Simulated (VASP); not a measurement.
# Sn (Fm-3m) in VASP: notebook, part 2 of 2

VASP 6.6.1. Earlier steps stand in the parts before.

## (4) Single point, PBE

Input file INCAR:

```
PREC = Accurate ; ENCUT = 500
EDIFF = 1E-6 ; ISMEAR = 0
SIGMA = 0.1 ; LREAL = F
LASPH = T ; NELM = 120
ALGO = Normal ; ISIF = 2
LWAVE = F ; LCHARG = F
GGA = PE ; NBANDS = 13
GGA_COMPAT = F
```

Input file KPOINTS:

```
regular mesh
0
Gamma
  8 8 8
```

Input file POSCAR:

```
Sn
1.0
    0.0000000000      2.4106568747      2.4106568747
    2.4106568747      0.0000000000      2.4106568747
    2.4106568747      2.4106568747      0.0000000000
Sn
1
Direct
    0.0000000000      0.0000000000      0.0000000000
```

Potentials or basis: VASP PAW PBE potentials, release 64 (Sn_d).

Launch:

```bash
cat potpaw_PBE.64/Sn_d/POTCAR > POTCAR
mpirun -np 1 vasp_std > vasp.out
```

OUTCAR:

```text
PREC = Accurate
   ENCUT = 500
   EDIFF = 1E-6
   ISMEAR = 0
   LREAL = F
   LASPH = T
   NELM = 120
   ISIF = 2
   GGA = PE

 ion  position               nearest neighbor table
   1  0.000  0.000  0.000-

  LATTYP: Found a face centered cubic cell.
 ALAT       =     4.8213137494

  Lattice vectors:

 A1 = (   0.0000000000,   2.4106568747,   2.4106568747)
 A2 = (   2.4106568747,   0.0000000000,   2.4106568747)
 A3 = (   2.4106568747,   2.4106568747,   0.0000000000)

Analysis of symmetry for initial positions (statically):
=====================================================================
 Subroutine PRICEL returns:
 Original cell was already a primitive cell.

 Routine SETGRP: Setting up the symmetry group for a
 face centered cubic supercell.

 Subroutine GETGRP returns: Found 48 space group operations
 (whereof 48 operations were pure point group operations)
 out of a pool of 48 trial point group operations.

The static configuration has the point symmetry O_h .

Analysis of symmetry for dynamics (positions and initial velocities):
=====================================================================
 Subroutine PRICEL returns:
 Original cell was already a primitive cell.

 Routine SETGRP: Setting up the symmetry group for a
 face centered cubic supercell.

 Subroutine GETGRP returns: Found 48 space group operations
 (whereof 48 operations were pure point group operations)
 out of a pool of 48 trial point group operations.

The dynamic configuration has the point symmetry O_h .

 Subroutine INISYM returns: Found 48 space group operations
 (whereof 48 operations are pure point group operations),
 and found     1 'primitive' translations

----------------------------------------------------------------------------------------

                                     Primitive cell

  volume of cell :      28.0179

  direct lattice vectors                    reciprocal lattice vectors
[... 113 lines left out ...]
   IVDW    =     0    specifies the selected vdW correction
   LEPSILON=     F    determine dielectric tensor
   LRPA    =     F    only Hartree local field effects (RPA)
 non-spin polarized calculation
 Gauss-broadening in eV      SIGMA  =   0.10
  energy-cutoff  :      500.00
  volume of cell :       28.02
 maximum number of plane-waves:       725
 NGX is ok and might be reduce to    28
   NGX = 13   NGY = 13   NGZ = 13

 number of electron      13.9999999 magnetization

 Free energy of the ion-electron system (eV)
  ---------------------------------------------------
  ext. energy  EPLUGINS =         0.00000000
  ---------------------------------------------------
  free energy    TOTEN  =        -3.79481029 eV

  energy without entropy =       -3.78985293  energy(sigma->0) =       -3.79233161

 E-fermi :   7.8347     XC(G=0): -10.2229

 val. band max:        7.8048940004   @ k =  -0.3750   0.2500   0.0000
 cond. band min:       7.8657081764   @ k =  -0.2500   0.2500   0.0000
 fundamental gap:      0.0608141760
 Fermi energy:         7.8347171401

 k-point     1 :       0.0000    0.0000    0.0000
  band No.  band energies     occupation
      1     -13.7743      2.00000
      2     -13.7743      2.00000
      3     -13.7743      2.00000
      4     -13.7042      2.00000
      5     -13.7042      2.00000
      6      -3.1414      2.00000
      7      15.2320      0.00000
      8      15.2320      0.00000
      9      15.2320      0.00000
     10      18.3483      0.00000
     11      19.4272      0.00000
     12      19.4272      0.00000
     13      19.4272      0.00000
[... 354 lines left out ...]
  band No.  band energies     occupation
      1     -13.7721      2.00000
      2     -13.7561      2.00000
      3     -13.7090      2.00000
      4     -13.6776      2.00000
      5     -13.6374      2.00000
      6       1.7635      2.00000
      7       4.1775      2.00000
      8       9.2378      0.00000
      9      10.8213      0.00000
     10      16.5730      0.00000
     11      18.6327      0.00000
     12      23.2370      0.00000
     13      23.5749      0.00000

 [... further k-points ...]

------------------------ aborting loop because EDIFF is reached ----------------------------------------

  FORCE on cell =-STRESS in cart. coord.  units (eV):
  Direction    XX          YY          ZZ          XY          YZ          ZX
  --------------------------------------------------------------------------------------
  -------------------------------------------------------------------------------------
  Total        0.0071329      0.0071329      0.0071329     -0.0000000     -0.0000000      0.0000000
  in kB        0.4078889      0.4078889      0.4078889     -0.0000000     -0.0000000      0.0000000
  external PRESSURE =       0.4078889 kB  Pullay stress =       0.0000000 kB

 VOLUME and BASIS-vectors are now :
 -----------------------------------------------------------------------------
  energy-cutoff  :      500.00
  volume of cell :       28.02
      direct lattice vectors                 reciprocal lattice vectors
     0.000000000  2.410656875  2.410656875    -0.207412347  0.207412347  0.207412347
     2.410656875  0.000000000  2.410656875     0.207412347 -0.207412347  0.207412347
     2.410656875  2.410656875  0.000000000     0.207412347  0.207412347 -0.207412347

 POSITION                                       TOTAL-FORCE (eV/Angst)
 -----------------------------------------------------------------------------------
      0.00000      0.00000      0.00000         0.000000      0.000000      0.000000
 -----------------------------------------------------------------------------------
    total drift:                               -0.000000     -0.000000     -0.000000

  FREE ENERGIE OF THE ION-ELECTRON SYSTEM (eV)
  ---------------------------------------------------
  free  energy   TOTEN  =        -3.7948102889 eV

  energy  without entropy=       -3.7898529265  energy(sigma->0) =       -3.79233161
```

OSZICAR:

```text
N       E                     dE             d eps       ncg     rms          rms(c)
DAV:   1     0.779026524413E+02    0.77903E+02   -0.69830E+03   789   0.153E+03
DAV:   2     0.147139799991E+01   -0.76431E+02   -0.74113E+02   779   0.337E+02
DAV:   3    -0.369721757470E+01   -0.51686E+01   -0.51551E+01   924   0.704E+01
DAV:   4    -0.380260007780E+01   -0.10538E+00   -0.10536E+00   909   0.107E+01
DAV:   5    -0.380628031066E+01   -0.36802E-02   -0.36802E-02   982   0.196E+00    0.123E+00
DAV:   6    -0.379777776504E+01    0.85025E-02   -0.90782E-03   982   0.160E+00    0.681E-01
DAV:   7    -0.379492231714E+01    0.28554E-02   -0.61057E-03   959   0.126E+00    0.883E-02
DAV:   8    -0.379481092020E+01    0.11140E-03   -0.64739E-04   944   0.431E-01    0.217E-02
DAV:   9    -0.379481031551E+01    0.60468E-06   -0.10566E-05   962   0.387E-02    0.169E-02
DAV:  10    -0.379481028887E+01    0.26641E-07   -0.49604E-06   979   0.347E-02
   1 F= -.37948103E+01 E0= -.37923316E+01  d E =-.495736E-02
```

stdout:

```text
POSCAR found type information on POSCAR Sn
 POSCAR found :  1 types and       1 ions
 scaLAPACK will be used
 LDA part: xc-table for (Slater+PW92), standard interpolation
 POSCAR, INCAR and KPOINTS ok, starting setup
 FFT: planning ... GRIDC
 FFT: planning ... GRID_SOFT
 FFT: planning ... GRID
 WAVECAR not read
 entering main loop
```

Wall time 4.8 s (1 thread of Intel Xeon 6975P-C (Granite Rapids), shared host); peak memory 0.15 GiB.

Results:

- Free energy: -3.7948 eV
- Pressure: 0.0 GPa
- Band gap on the k mesh: zero (band 7 reaches 15.23 eV, above the bottom of band 8 at 6.09 eV)

Caveat: spin-orbit coupling is left out, which moves the levels of the heavy elements.

## (5) Relaxation of cell and atoms, PBE

This run uses another cell than the first one, of 14.08 Å³/atom, 0.503 times its volume.

Input file INCAR:

```
SYSTEM = Sn
PREC     = Accurate       ! precision mode
ENCUT    = 500            ! plane-wave cutoff, eV
EDIFF    = 1E-7           ! SCF threshold, eV
ISMEAR   = 0              ! smearing method
SIGMA    = 0.1            ! smearing width, eV
LREAL    = .FALSE.        ! projectors in reciprocal space
LASPH    = .TRUE.         ! aspherical terms in the spheres
NELM     = 120            ! most SCF steps
ALGO     = Normal         ! electronic algorithm
ISIF     = 3              ! what is computed and relaxed
LWAVE    = .FALSE.        ! write WAVECAR
LCHARG   = .FALSE.        ! write CHGCAR
GGA      = PE             ! functional
IBRION   = 2              ! ionic algorithm
NSW      = 80             ! ionic steps
EDIFFG   = -0.05          ! ionic threshold
GGA_COMPAT= .FALSE.      
NELMIN   = 4
```

Input file KPOINTS:

```
regular mesh
0
G
  8 8 8
  0 0 0
```

Input file POSCAR:

```
Sn
1.0
    0.0000000000      1.9166499790      1.9166499790
    1.9166499790      0.0000000000      1.9166499790
    1.9166499790      1.9166499790      0.0000000000
Sn
1
Direct
    0.0000000000      0.0000000000      0.0000000000
```

Launch:

```bash
cat potpaw_PBE.64/Sn_d/POTCAR > POTCAR
mpirun -np 1 vasp_std > vasp.out
```

Wall time 15 s (1 thread of Intel Xeon 6975P-C (Granite Rapids), shared host); peak memory 0.12 GiB.

Results (log left out):

| Property | Result |
| --- | --- |
| Free energy | -3.7712 eV |
| Relaxed volume | 27.56 Å³/atom |
| Relaxed cell | a = 3.391 Å, b = 3.391 Å, c = 3.391 Å, α = 60.00°, β = 60.00°, γ = 60.00° |
| Space group after relaxing (to 0.05 Å) | Fm-3m (No. 225) |
| Energy gained by relaxing | 3771.6 meV/atom |
| Ionic steps | 8 |
| Pressure after relaxing | 0.3 GPa |
| Band gap on the k mesh | zero (band 7 reaches 15.56 eV, above the bottom of band 8 at 6.25 eV) |

Step by step:
```csv
step,energy change (eV),largest force (eV/Å),pressure (GPa),volume (Å³)
1,0.0000,0.0000,166.43,14.08
2,-0.0528,0.0000,-38.11,69.88
3,-3.5584,0.0000,-6.39,35.81
4,-3.6514,0.0000,-5.53,33.31
5,-3.7139,0.0000,7.24,24.86
6,-3.7652,0.0000,-1.82,28.83
7,-3.7716,0.0000,-0.33,27.90
8,-3.7716,0.0000,0.29,27.56
```

Final structure:
```
Sn
1.0
     0.00000    2.39746    2.39746
     2.39746    0.00000    2.39746
     2.39746    2.39746    0.00000
Sn
1
Direct
  0.00000 0.00000 0.00000
```

Levels at points of the mesh, in eV from the Fermi level:
```
           k point  band 4  band 5  band 6  band 7  band 8  band 9  band 10  band 11
(0.00, 0.00, 0.00)  -21.52  -21.52  -11.09    7.53    7.53    7.53    11.70    11.70
(0.50, 0.00, 0.00)  -21.45  -21.45   -6.83   -4.62    5.65    5.65    10.05    10.53
(0.50, 0.50, 0.00)  -21.43  -21.43   -4.96   -3.63    1.99    1.99     5.30     5.69
```

Caveat: the volume moved by over 15 % at a fixed basis, so the end points are rough; spin-orbit coupling is left out, which moves the levels of the heavy elements.

## (6) The runs side by side

| task | cell | k mesh | cutoff (eV) | gap on the mesh (eV) | pressure (GPa) |
| --- | --- | --- | --- | --- | --- |
| single point | a = 3.409 Å, angles 60.0°, 1 atom | 16 × 16 × 16 | 520 | none | -0.1 |
| single point | a = 2.711 Å, angles 60.0°, 1 atom | 8 × 8 × 8 | 500 | none | 166.4 |
| single point | a = 3.409 Å, angles 60.0°, 1 atom | 8 × 8 × 8 | 500 | none | 0.0 |
| relaxation of cell and atoms | relaxed from a = 2.711 Å, angles 60.0°, 1 atom | 8 × 8 × 8 | 500 | none | 0.3 |

Alike in all rows: level PBE; potentials or basis VASP PAW PBE potentials, release 64 (Sn_d); no spin polarisation; smearing gaussian 0.1 eV.

Caveats: spin-orbit coupling is left out, which moves the levels of the heavy elements; the volume moved by over 15 % at a fixed basis, so the end points are rough (some runs).

Total energies depend on the potentials used, so only differences within one code and one set of settings carry meaning.
